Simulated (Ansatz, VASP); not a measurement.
One calculation of CdSe, two programs

Contents of INCAR:

```
SYSTEM = CdSe
PREC = Accurate ; ENCUT = 450
EDIFF = 1E-7 ; ISMEAR = 0
SIGMA = 0.02 ; LREAL = .False.
LASPH = .True. ; NELM = 120
ALGO = Normal ; ISIF = 2
LWAVE = .False. ; LCHARG = .False.
GGA = PS ; IBRION = 2
NSW = 60 ; EDIFFG = -0.002
GGA_COMPAT = .False. ; NELMIN = 4
```

File KPOINTS:

```
regular mesh
0
Gamma
  8 8 8
  0 0 0
```

File POSCAR:

```
CdSe
1.0
    0.0306855549      3.0413479796      3.0106624247
    3.0413479796      0.0306855549      3.0106624247
    3.0720335345      3.0720335345      0.0000000000
Cd Se
1 1
Direct
    0.0020033729      0.0020033729     -0.0020033729
    0.2479966271      0.2479966271      0.2520033729
```

Input for Ansatz:

```yaml
crystal:
  lattice:
    - [0.0306855549, 3.0413479796, 3.0106624247]
    - [3.0413479796, 0.0306855549, 3.0106624247]
    - [3.0720335345, 3.0720335345, 0.0]
  atoms:
    - { symbol: Cd, position: [0.0020033729, 0.0020033729, -0.0020033729] }
    - { symbol: Se, position: [0.2479966271, 0.2479966271, 0.2520033729] }
basis:
  ecutwfc: 600.0
kpoints:
  mp_grid: { grid: [8, 8, 8] }
hamiltonian:
  xc: pbesol
  pseudopotentials: { kind: paw, azcp: { folder: soft_1 } }
scf:
  occupations: { method: gaussian, width: 0.02 }
output:
  forces: true
  stress: true
  eigenvalues: true
relax:
  adjacent_minimum: "off"
  f_tol: 0.002
  max_steps: 40
```

Change from the starting cell: strained cell.

Alike in both runs: task relaxation of the atoms; functional PBEsol; k mesh 8 × 8 × 8; occupations gaussian, width 0.02 eV; no spin polarisation.

|  | VASP | Ansatz |
| --- | --- | --- |
| version | VASP 6.6.1 | Ansatz 0.2.0 |
| potentials or method | VASP PAW PBE potentials, release 64 (Cd, Se), cutoff 450 eV | scalar-relativistic, plane waves, PAW |
| valence electrons in the cell | 18 | 36 |

```tsv
	VASP	Ansatz	Ansatz less VASP
gap on the k mesh at the Fermi level, each at its own relaxed structure (eV)	0.46	0.46	-0.002
```

VASP's potentials were made for PBE, not for PBEsol, and Ansatz warns of the same on its side. VASP's potentials hold 18 valence electrons a cell and Ansatz's 36, so a difference there can come from the potentials and not from the codes. Ansatz's warnings: stress scf threshold loose.
